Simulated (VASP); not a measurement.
# Al2Cu3 (C2/c) in VASP: single point with PBE

Aim: the single point of Al2Cu3 with PBE.

Program: VASP 6.6.1. These are calculated values, not measurements. Logs are shortened: lines on timing, memory, paths and dates and some standing lists are left out, and cuts for length are marked.

## 1. The cell of the first run

The structure is monoclinic, space group C2/c (No. 15). Conventional cell: a = 9.058 Å, b = 4.530 Å, c = 6.799 Å, α = 90.00°, β = 110.40°, γ = 90.00°. Al (site symmetry 1) has 9 Cu at 2.57 to 2.68 Å and 3 Al at 2.64 to 2.74 Å within 3.4 Å. Within 3.4 Å of Cu (site symmetry 1) lie 6 Al at 2.60 to 2.68 Å and 6 Cu at 2.60 to 2.70 Å. Cu (site symmetry 2) has 6 Al at 2.57 to 2.67 Å and 6 Cu at 2.65 to 2.70 Å within 3.4 Å.

## 2. Single point, PBE

INCAR

```
PREC = Accurate ; ENCUT = 520
EDIFF = 1E-6 ; ISMEAR = 0
SIGMA = 0.1 ; LREAL = F
LASPH = T ; NELM = 100
ALGO = Fast ; ISIF = 2
LWAVE = F ; LCHARG = F
GGA = PE ; NBANDS = 50
```

KPOINTS

```
Automatic mesh
0
Gamma
  4 4 4
```

POSCAR

```
Al2Cu3
1.0
    4.5289412000     -2.2648240000      0.0000000000
    4.5289412000      2.2648240000      0.0000000000
   -2.3695492000      0.0000000000      6.3723972000
Al Cu
4 6
Direct
    0.0784880000      0.7206910000      0.0454830000
    0.7206910000      0.0784880000      0.5454830000
    0.2793090000      0.9215120000      0.4545170000
    0.9215120000      0.2793090000      0.9545170000
    0.1276970000      0.4709450000      0.3493510000
    0.4709450000      0.1276970000      0.8493510000
    0.5290550000      0.8723030000      0.1506490000
    0.8723030000      0.5290550000      0.6506490000
    0.6721540000      0.3278460000      0.2500000000
    0.3278460000      0.6721540000      0.7500000000
```

Potentials or basis: VASP PAW PBE potentials, release 64 (Al, Cu).

Started as:

```console
> cat potpaw_PBE.64/Al/POTCAR potpaw_PBE.64/Cu/POTCAR > POTCAR
> mpirun -np 1 vasp_std > vasp.out
```

OUTCAR:

```text
PREC = Accurate
   ENCUT = 520
   EDIFF = 1E-6
   ISMEAR = 0
   LREAL = F
   LASPH = T
   NELM = 100
   ISIF = 2
   GGA = PE

 ion  position               nearest neighbor table
   1  0.078  0.721  0.045-  10 2.57   6 2.60   5 2.62   9 2.62   4 2.64   6 2.65   7 2.65   8 2.66
                             4 2.66   9 2.67   7 2.68   3 2.74
   2  0.721  0.078  0.545-   9 2.57   5 2.60   6 2.62  10 2.62   3 2.64   5 2.65   8 2.65   7 2.66
                             3 2.66  10 2.67   8 2.68   4 2.74
   3  0.279  0.922  0.455-  10 2.57   8 2.60   7 2.62   9 2.62   2 2.64   8 2.65   5 2.65   6 2.66
                             2 2.66   9 2.67   5 2.68   1 2.74
   4  0.922  0.279  0.955-   9 2.57   7 2.60   8 2.62  10 2.62   1 2.64   7 2.65   6 2.65   5 2.66
                             1 2.66  10 2.67   6 2.68   2 2.74
   5  0.128  0.471  0.349-   2 2.60   8 2.60   1 2.62   7 2.63   7 2.63   9 2.65   2 2.65   9 2.65
                             3 2.65   4 2.66   3 2.68  10 2.70
   6  0.471  0.128  0.849-   1 2.60   7 2.60   2 2.62   8 2.63   8 2.63  10 2.65   1 2.65  10 2.65
                             4 2.65   3 2.66   4 2.68   9 2.70
   7  0.529  0.872  0.151-   4 2.60   6 2.60   3 2.62   5 2.63   5 2.63   9 2.65   4 2.65   9 2.65
                             1 2.65   2 2.66   1 2.68  10 2.70
   8  0.872  0.529  0.651-   3 2.60   5 2.60   4 2.62   6 2.63   6 2.63  10 2.65   3 2.65  10 2.65
                             2 2.65   1 2.66   2 2.68   9 2.70
   9  0.672  0.328  0.250-   2 2.57   4 2.57   3 2.62   1 2.62   7 2.65   5 2.65   7 2.65   5 2.65
                             3 2.67   1 2.67   8 2.70   6 2.70
  10  0.328  0.672  0.750-   1 2.57   3 2.57   4 2.62   2 2.62   8 2.65   6 2.65   8 2.65   6 2.65
                             4 2.67   2 2.67   5 2.70   7 2.70

  LATTYP: Found a base centered monoclinic cell.
 ALAT       =     9.0578824000
 B/A-ratio  =     0.5000780315
 C/A-ratio  =     0.7505829120
 COS(beta)  =    -0.3485301714

  Lattice vectors:

 A1 = (   4.5289412000,  -2.2648240000,   0.0000000000)
 A2 = (   4.5289412000,   2.2648240000,   0.0000000000)
 A3 = (  -2.3695492000,   0.0000000000,   6.3723972000)

Analysis of symmetry for initial positions (statically):
=====================================================================
 Subroutine PRICEL returns:
 Original cell was already a primitive cell.

 Routine SETGRP: Setting up the symmetry group for a
 base centered monoclinic supercell.

 Subroutine GETGRP returns: Found  4 space group operations
 (whereof  2 operations were pure point group operations)
 out of a pool of  4 trial point group operations.

The static configuration has the point symmetry S_2 .
 The point group associated with its full space group is C_2h.

Analysis of symmetry for dynamics (positions and initial velocities):
=====================================================================
 Subroutine PRICEL returns:
 Original cell was already a primitive cell.

 Routine SETGRP: Setting up the symmetry group for a
 base centered monoclinic supercell.

 Subroutine GETGRP returns: Found  4 space group operations
 (whereof  2 operations were pure point group operations)
 out of a pool of  4 trial point group operations.

The dynamic configuration has the point symmetry S_2 .
 The point group associated with its full space group is C_2h.

 Subroutine INISYM returns: Found  4 space group operations
 (whereof  2 operations are pure point group operations),
 and found     1 'primitive' translations

----------------------------------------------------------------------------------------

                                     Primitive cell

  volume of cell :     130.7266

  direct lattice vectors                    reciprocal lattice vectors
     4.528941200 -2.264824000  0.000000000     0.110401080 -0.220767706  0.041052179
     4.528941200  2.264824000  0.000000000     0.110401080  0.220767706  0.041052179
    -2.369549200  0.000000000  6.372397200     0.000000000  0.000000000  0.156926816

  length of vectors
     5.063668250  5.063668250  6.798691748     0.250224020  0.250224020  0.156926816

  position of ions in fractional coordinates (direct lattice)
     0.078488000  0.720691000  0.045483000
     0.720691000  0.078488000  0.545483000
     0.279309000  0.921512000  0.454517000
     0.921512000  0.279309000  0.954517000
     0.127697000  0.470945000  0.349351000
     0.470945000  0.127697000  0.849351000
     0.529055000  0.872303000  0.150649000
     0.872303000  0.529055000  0.650649000
     0.672154000  0.327846000  0.250000000
     0.327846000  0.672154000  0.750000000

  ion indices of the primitive-cell ions
   primitive index   ion index
                 1           1
                 2           2
                 3           3
                 4           4
                 5           5
                 6           6
                 7           7
                 8           8
                 9           9
                10          10

----------------------------------------------------------------------------------------

 KPOINTS: Automatic mesh

Automatic generation of k-mesh.
 Grid dimensions read from file:
 generate k-points for:    4    4    4

 Generating k-lattice:

  Cartesian coordinates                     Fractional coordinates (reciprocal lattice)
     0.027600270 -0.055191927  0.010263045     0.250000000  0.000000000  0.000000000
     0.027600270  0.055191927  0.010263045     0.000000000  0.250000000  0.000000000
     0.000000000  0.000000000  0.039231704     0.000000000  0.000000000  0.250000000

  Length of vectors
     0.062556005  0.062556005  0.039231704

  Shift w.r.t. Gamma in fractional coordinates (k-lattice)
     0.000000000  0.000000000  0.000000000

 Subroutine IBZKPT returns following result:
 ===========================================

 Found     24 irreducible k-points:

 Following reciprocal coordinates:
            Coordinates               Weight
  0.000000  0.000000  0.000000      1.000000
  0.250000  0.000000  0.000000      4.000000
  0.500000  0.000000  0.000000      2.000000
  0.250000  0.250000  0.000000      2.000000
  0.500000  0.250000  0.000000      4.000000
 -0.250000  0.250000  0.000000      2.000000
[... 16 lines left out ...]
 -0.250000  0.250000  0.500000      2.000000
  0.500000  0.500000  0.500000      1.000000
   k-points           NKPTS =     24   k-points in BZ     NKDIM =     24   number of bands    NBANDS=     50
   number of dos      NEDOS =    301   number of ions     NIONS =     10
   total plane-waves  NPLWV =  86400
   dimension x,y,z NGX =    40 NGY =   40 NGZ =   54
   dimension x,y,z NGXF=    80 NGYF=   80 NGZF=  108
   ions per type =               4   6
   NGX,Y,Z   is equivalent  to a cutoff of  13.13, 13.13, 13.20 a.u.
   NGXF,Y,Z  is equivalent  to a cutoff of  26.26, 26.26, 26.41 a.u.
 SYSTEM =  unknown system
   PREC   = accura    normal or accurate (medium, high low for compatibility)
   ISTART =      0    job   : 0-new  1-cont  2-samecut
   ICHARG =      2    charge: 1-file 2-atom 10-const
   ISPIN  =      1    spin polarized calculation?
   LNONCOLLINEAR =      F non collinear calculations
   LSORBIT =      F    spin-orbit coupling
   LASPH  =      T    aspherical Exc in radial PAW
   ENCUT  =  520.0 eV  38.22 Ry    6.18 a.u.   9.42  9.42 12.64*2*pi/ulx,y,z
   NELM   =    100;   NELMIN=  2; NELMDL= -5     # of ELM steps
   EDIFF  = 0.1E-05   stopping-criterion for ELM
   LREAL  =      F    real-space projection
   EDIFFG = 0.1E-04   stopping-criterion for IOM
   NSW    =      0    number of steps for IOM
   IBRION =     -1    ionic relax: 0-MD 1-quasi-New 2-CG
   NFREE  =      0    steps in history (QN), initial steepest desc. (CG)
   ISIF   =      2    stress and relaxation
   ISYM   =      2    0-nonsym 1-usesym 2-fastsym
   POTIM  = 0.5000    time-step for ionic-motion
   TEBEG  =    0.0;   TEEND  =   0.0 temperature during run
   PSTRESS=    0.0 pullay stress
   NELECT =      78.0000    total number of electrons
   NUPDOWN=      -1.0000    fix difference up-down
   EMIN   =  10.00;   EMAX   =-10.00  energy-range for DOS
   EFERMI =   0.00;   METHOD = LEGACY
   ISMEAR =     0;   SIGMA  =   0.10  broadening in eV -4-tet -1-fermi 0-gaus
   EFERMI_NEDOS =   21; number of points for ismear=-14 and -15
   IALGO  =     68    algorithm
   IMIX   =      4    mixing-type and parameters
     AMIX     =   0.40;   BMIX     =  1.00
     AMIX_MAG =   1.60;   BMIX_MAG =  1.00
  volume/ion in A,a.u.               =      13.07        88.22
  Fermi-wavevector in a.u.,A,eV,Ry     =   1.378219  2.604457 25.844115  1.899489
  Thomas-Fermi vector in A             =   2.503301
   LORBIT       =      0    0 simple, 1 ext, 2 COOP (PROOUT), +10 PAW based schemes
   GGA     = PE    functional components
   LHFCALC =     F    Hartree Fock is set to
   AEXX    =    0.0000 exact exchange contribution
   IVDW    =     0    specifies the selected vdW correction
   LEPSILON=     F    determine dielectric tensor
   LRPA    =     F    only Hartree local field effects (RPA)
 non-spin polarized calculation
 RMM-DIIS sequential band-by-band and
 Gauss-broadening in eV      SIGMA  =   0.10
  energy-cutoff  :      520.00
  volume of cell :      130.73
 maximum number of plane-waves:      3539
 NGX is ok and might be reduce to    40
   NGX = 19   NGY = 19   NGZ = 25

 number of electron      77.9999994 magnetization

 Free energy of the ion-electron system (eV)
  ---------------------------------------------------
  ext. energy  EPLUGINS =         0.00000000
  ---------------------------------------------------
  free energy    TOTEN  =       -39.22771301 eV

  energy without entropy =      -39.21372728  energy(sigma->0) =      -39.22072014

 E-fermi :   8.4488     XC(G=0): -11.7387

 val. band max:        8.4177729924   @ k =   0.0000   0.0000   0.0000
 cond. band min:       8.4492638084   @ k =   0.2500   0.2500   0.5000
 fundamental gap:      0.0314908160
 Fermi energy:         8.4488480723

 k-point     1 :       0.0000    0.0000    0.0000
  band No.  band energies     occupation
      1      -2.3474      2.00000
      2       0.9374      2.00000
      3       1.3007      2.00000
      4       3.0282      2.00000
      5       3.3751      2.00000
      6       3.7811      2.00000
[... 42 lines left out ...]
     49      13.0178      0.00000
     50      13.7947      0.00000

 k-point     2 :       0.2500    0.0000    0.0000
  band No.  band energies     occupation
      1      -1.7629      2.00000
      2       1.0642      2.00000
      3       1.9543      2.00000
      4       2.4100      2.00000
      5       3.1666      2.00000
      6       3.3096      2.00000
[... 42 lines left out ...]
     49      13.5993      0.00000
     50      14.0450      0.00000

 k-point     3 :       0.5000    0.0000    0.0000
  band No.  band energies     occupation
      1      -0.2737      2.00000
      2       0.0848      2.00000
      3       1.9712      2.00000
      4       2.2849      2.00000
      5       2.9952      2.00000
      6       3.0922      2.00000
[... 42 lines left out ...]
     49      14.5148      0.00000
     50      14.8703      0.00000

 k-point     4 :       0.2500    0.2500    0.0000
  band No.  band energies     occupation
      1      -1.8280      2.00000
      2       0.7006      2.00000
      3       1.9220      2.00000
      4       2.1135      2.00000
      5       2.4500      2.00000
      6       3.7022      2.00000
[... 999 lines left out ...]
 k-point    23 :      -0.2500    0.2500    0.5000
  band No.  band energies     occupation
      1       0.1870      2.00000
      2       0.1870      2.00000
      3       1.4459      2.00000
      4       1.4459      2.00000
      5       2.5716      2.00000
      6       2.5716      2.00000
[... 42 lines left out ...]
     49      15.5490      0.00000
     50      15.5517      0.00000

 k-point    24 :       0.5000    0.5000    0.5000
  band No.  band energies     occupation
      1      -0.3763      2.00000
      2      -0.3763      2.00000
      3       1.3519      2.00000
      4       1.3519      2.00000
      5       3.2211      2.00000
      6       3.2211      2.00000
[... 42 lines left out ...]
     49      14.5244      0.00000
     50      14.6087      0.00000

------------------------ aborting loop because EDIFF is reached ----------------------------------------

  FORCE on cell =-STRESS in cart. coord.  units (eV):
  Direction    XX          YY          ZZ          XY          YZ          ZX
  --------------------------------------------------------------------------------------
  -------------------------------------------------------------------------------------
  Total        0.8378785     -0.0077125      0.2199455      0.0000000      0.0000000      0.8363541
  in kB       10.2689876     -0.0945235      2.6956390      0.0000000      0.0000000     10.2503052
  external PRESSURE =       4.2900344 kB  Pullay stress =       0.0000000 kB

 VOLUME and BASIS-vectors are now :
 -----------------------------------------------------------------------------
  energy-cutoff  :      520.00
  volume of cell :      130.73
      direct lattice vectors                 reciprocal lattice vectors
     4.528941200 -2.264824000  0.000000000     0.110401080 -0.220767706  0.041052179
     4.528941200  2.264824000  0.000000000     0.110401080  0.220767706  0.041052179
    -2.369549200  0.000000000  6.372397200     0.000000000  0.000000000  0.156926816

 POSITION                                       TOTAL-FORCE (eV/Angst)
 -----------------------------------------------------------------------------------
      3.51166      1.45448      0.28984        -0.022061     -0.008761     -0.016775
      2.32689     -1.45448      3.47603        -0.022061      0.008761     -0.016775
      4.36145      1.45448      2.89636         0.022061     -0.008761      0.016775
      3.17667     -1.45448      6.08256         0.022061      0.008761      0.016775
      1.88341      0.77740      2.22620         0.005885      0.003099     -0.005085
      0.69864     -0.77740      5.41240         0.005885     -0.003099     -0.005085
      5.98970      0.77740      0.96000        -0.005885      0.003099      0.005085
      4.80492     -0.77740      4.14619        -0.005885     -0.003099      0.005085
      3.93655     -0.77980      1.59310         0.000000      0.005528     -0.000000
      2.75178      0.77980      4.77930         0.000000     -0.005528     -0.000000
 -----------------------------------------------------------------------------------
    total drift:                               -0.000000     -0.000000      0.000000

  FREE ENERGIE OF THE ION-ELECTRON SYSTEM (eV)
  ---------------------------------------------------
  free  energy   TOTEN  =       -39.2277130068 eV

  energy  without entropy=      -39.2137272765  energy(sigma->0) =      -39.22072014
```

Wall time 2.9 min (1 thread of AMD EPYC 9R14 (Zen 4), shared host); peak memory 0.29 GiB.

Results:

```yaml
Free_energy: -39.2277 eV
Pressure: 0.4 GPa
Largest_force: 0.029 eV/Å
Band_gap_on_the_k_mesh: zero (band 39 reaches 9.48 eV, above the bottom of band 40 at 7.22 eV)
```

Forces on the atoms (eV/Å):
```
Al  -0.022 -0.009 -0.017
Al  -0.022  0.009 -0.017
Al   0.022 -0.009  0.017
Al   0.022  0.009  0.017
Cu   0.006  0.003 -0.005
Cu   0.006 -0.003 -0.005
Cu  -0.006  0.003  0.005
Cu  -0.006 -0.003  0.005
Cu   0.000  0.006  0.000
Cu   0.000 -0.006  0.000
```

Levels at points of the mesh, in eV from the Fermi level:
| k point | band 36 | band 37 | band 38 | band 39 | band 40 | band 41 | band 42 | band 43 |
| --- | --- | --- | --- | --- | --- | --- | --- | --- |
| (0.00, 0.00, 0.00) | -0.93 | -0.58 | -0.56 | -0.28 | -0.03 | 0.35 | 1.77 | 1.99 |
| (0.50, 0.00, 0.00) | -2.24 | -2.06 | -1.79 | -1.37 | -1.23 | 3.05 | 3.11 | 3.77 |
| (0.50, 0.50, 0.00) | -1.82 | -1.12 | -0.81 | 1.03 | 1.11 | 1.14 | 1.53 | 2.62 |
| (0.00, 0.00, 0.50) | -1.39 | -0.89 | -0.89 | 0.60 | 0.60 | 1.11 | 1.11 | 1.38 |
| (0.50, 0.00, 0.50) | -2.11 | -1.86 | -1.85 | 0.49 | 0.51 | 1.00 | 1.24 | 2.22 |
| (0.50, 0.50, 0.50) | -1.52 | -1.38 | -1.38 | -0.57 | -0.57 | 2.96 | 2.96 | 4.26 |

Caveat: the k points lie up to 0.39 Å⁻¹ apart.
